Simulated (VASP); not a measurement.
The system is K3H8.

```
K H
1.0
     5.69045    0.00000    0.00000
     0.00000    5.69045    0.00000
     0.00000    0.00000    5.50470
K H
3 8
Cartesian
  0.0000 0.0000 2.7523
  0.0000 2.8452 0.0000
  2.8452 0.0000 0.0000
  3.7903 0.0000 2.2688
  1.9001 0.0000 2.2688
  0.0000 3.7903 2.2688
  0.0000 1.9001 2.2688
  1.9001 0.0000 3.2359
  3.7903 0.0000 3.2359
  0.0000 3.7903 3.2359
  0.0000 1.9001 3.2359
```

The cell was generated, and may not be a known phase.

```yaml
Program: VASP 6.6.1
Task: relaxation of cell and atoms
Functional: PBE
Potentials_or_basis: VASP PAW PBE potentials, release 64 (K_sv, H)
Cutoff: 500 eV
k_mesh: 4 × 4 × 4
Occupations: gaussian, width 0.1 eV
Spin: no spin polarisation
```

At the start: pressure 10.5 GPa; volume 16.20 Å³/atom.

Task: How do energy, volume and symmetry change on relaxing?

Result: Over 25 steps the energy falls by 499.0 meV/atom and the volume is 31.56 Å³/atom (+94.8 %); space group P4/mmm (No. 123, to 0.1 Å) before and after.

Step by step:
```tsv
step	energy change (eV)	largest force (eV/Å)	pressure (GPa)	volume (Å³)
1	0.0000	2.5376	10.48	178.25
2	-3.5595	0.5253	6.95	206.62
3	-3.6641	1.9712	7.04	213.33
4	-4.9241	1.0473	1.39	263.62
5	-4.9281	1.2820	0.92	270.86
6	-5.3277	0.1944	0.49	312.92
7	-5.3305	0.2510	0.49	317.17
8	-5.3720	0.2531	0.05	330.70
9	-5.3767	0.3860	-0.15	337.63
10	-5.4051	0.1536	-0.15	346.76
11	-5.4108	0.1597	-0.14	352.82
12	-5.4262	0.1000	-0.25	356.30
13	-5.4378	0.3018	-0.47	363.73
14	-5.4457	0.2346	-0.44	364.80
15	-5.4583	0.0400	-0.37	367.73
16	-5.4594	0.0546	-0.33	368.84
17	-5.4627	0.0332	-0.33	367.77
18	-5.4712	0.0357	-0.32	364.55
19	-5.4802	0.1624	-0.28	358.14
20	-5.4842	0.0602	-0.20	356.16
21	-5.4860	0.0797	-0.10	353.68
22	-5.4869	0.0722	-0.08	352.42
23	-5.4885	0.0515	-0.03	348.66
24	-5.4886	0.0443	-0.01	347.09
25	-5.4891	0.0272	-0.04	347.21
```

Final structure:
```xyz
11
Lattice="7.2106 0.0000 0.0000 0.0000 7.2106 0.0000 0.0000 0.0000 6.6781" Properties=species:S:1:pos:R:3 pbc="T T T"
K     0.0000    0.0000    3.3390
K     0.0000    3.6053    0.0000
K     3.6053    0.0000    0.0000
H     4.7067    0.0000    2.9511
H     2.5039    0.0000    2.9511
H     0.0000    4.7067    2.9511
H     0.0000    2.5039    2.9511
H     2.5039    0.0000    3.7270
H     4.7067    0.0000    3.7270
H     0.0000    4.7067    3.7270
H     0.0000    2.5039    3.7270
```

Caveat: the volume moved by over 15 % at a fixed basis, so the end points are rough; an odd number of electrons without spin polarisation forces a metal; a magnetic or distorted state may lie lower.
